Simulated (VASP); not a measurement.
The system is BaRu3.

```
Ba Ru
1.0
     4.15366    0.00000    0.00000
     0.00000    4.15366    0.00000
     0.00000    0.00000    4.15366
Ba Ru
1 3
Direct
  0.00000 0.00000 0.00000
  0.00000 0.50000 0.50000
  0.50000 0.00000 0.50000
  0.50000 0.50000 0.00000
```

```yaml
Program: VASP 6.6.1
Task: relaxation of cell and atoms
Functional: PBE
Potentials_or_basis: VASP PAW PBE potentials, release 64 (Ba_sv, Ru_pv)
Cutoff: 600 eV
k_mesh: 12 × 12 × 12
Occupations: gaussian, width 0.1 eV
Spin: no spin polarisation
```

At the start: pressure 4.5 GPa; volume 17.92 Å³/atom.

Question: How do energy, volume and symmetry change on relaxing?

Answer: Over 3 steps the energy falls by 9.2 meV/atom and the volume is 18.61 Å³/atom (+3.9 %); space group Pm-3m (No. 221, to 0.1 Å) before and after.

The path:
| step | energy change (eV) | largest force (eV/Å) | pressure (GPa) | volume (Å³) |
| --- | --- | --- | --- | --- |
| 1 | 0.0000 | 0.0000 | 4.47 | 71.66 |
| 2 | -0.0096 | 0.0000 | -3.32 | 76.97 |
| 3 | -0.0369 | 0.0000 | -0.01 | 74.43 |

Final structure:
```xyz
4
Lattice="4.2065 0.0000 0.0000 0.0000 4.2065 0.0000 0.0000 0.0000 4.2065" Properties=species:S:1:pos:R:3 pbc="T T T"
Ba    0.0000    0.0000    0.0000
Ru    0.0000    2.1032    2.1032
Ru    2.1032    0.0000    2.1032
Ru    2.1032    2.1032    0.0000
```
